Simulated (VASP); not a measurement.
YS, 2 atoms in the cell. Symmetry: Fm-3m, No. 225, cubic system. Conventional cell: a = 5.469 Å, b = 5.469 Å, c = 5.469 Å, α = 90.00°, β = 90.00°, γ = 90.00°. Within 3.6 Å of Y (site symmetry m-3m) lie 6 S at 2.73 Å. S (site symmetry m-3m) has 6 Y at 2.73 Å within 3.6 Å. 

| Property | Result |
| --- | --- |
| Program | VASP 6.6.1 |
| Task | electric field gradients |
| Functional | LDA |
| Potentials or basis | VASP PAW LDA potentials, release 64 (Y_sv, S) |
| Cutoff | 520 eV |
| k mesh | 8 × 8 × 8 |
| Occupations | fermi-dirac, width 0.01 eV |
| Spin | no spin polarisation |
| Dipole correction | no |
| Further INCAR settings | ALGO = Normal; EDIFF = 1e-08; NBANDS = 16 |

Potentials or basis: VASP PAW LDA potentials, release 64 (Y_sv, S).

The run is started by

```bash
$ cat potpaw_LDA.64/Y_sv/POTCAR potpaw_LDA.64/S/POTCAR > POTCAR
$ mpirun -np 1 vasp_std > vasp.out
```

Hardware: 1 thread of Intel Xeon 8259CL (shared host).

**Question.** How long does it take, and how much memory?

**Answer.** Run time: 35 s on 1 thread of Intel Xeon 8259CL, with other jobs on the host, peak memory 0.17 GiB. Counts: scf iterations 15, k points 29.
